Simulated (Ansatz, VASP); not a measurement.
**Fe: VASP and Ansatz over several settings**

```xyz
1
Lattice="0.0000 1.9417 1.9651 1.4984 0.0000 1.9651 1.4984 1.9417 0.0000" Properties=species:S:1:pos:R:3 pbc="T T T"
Fe    0.0000    0.0000    0.0000
```

Single points on this cell with VASP 6.6.1 and Ansatz 0.2.0. Each row is one pair of runs. Alike in all rows: spin: collinear, typed start; smearing: fermi-dirac, width 0.05 eV.

| level | k mesh | VASP's potentials, cutoff | Ansatz's potentials, cutoff | net moment per atom (μB), VASP | net moment per atom (μB), Ansatz |
| --- | --- | --- | --- | --- | --- |
| PBE0 | 7 × 7 × 7 | VASP PAW PBE potentials, release 64 (Fe), 520 eV | Ansatz PAW, 420 eV | 2.86 | 2.87 |
| PBE | 11 × 11 × 11 | VASP PAW PBE potentials, release 64 (Fe_sv), 690 eV | Ansatz PAW, 420 eV | 3.80 | 3.80 |
| r2SCAN | 13 × 13 × 13 | VASP PAW PBE potentials, release 64 (Fe), 520 eV | Ansatz PAW, 500 eV | 2.64 | 2.64 |

Net moment per atom (μB): the two programs differ by at most 0.012.

VASP's potentials hold 8 valence electrons a cell and Ansatz's 16 in some rows, so a difference there can come from the potentials and not from the codes.

The k mesh is coarse in some rows, so the values compare programs but aren't converged. Noted on Ansatz's runs: the magnetic or orbital state may not be the lowest.
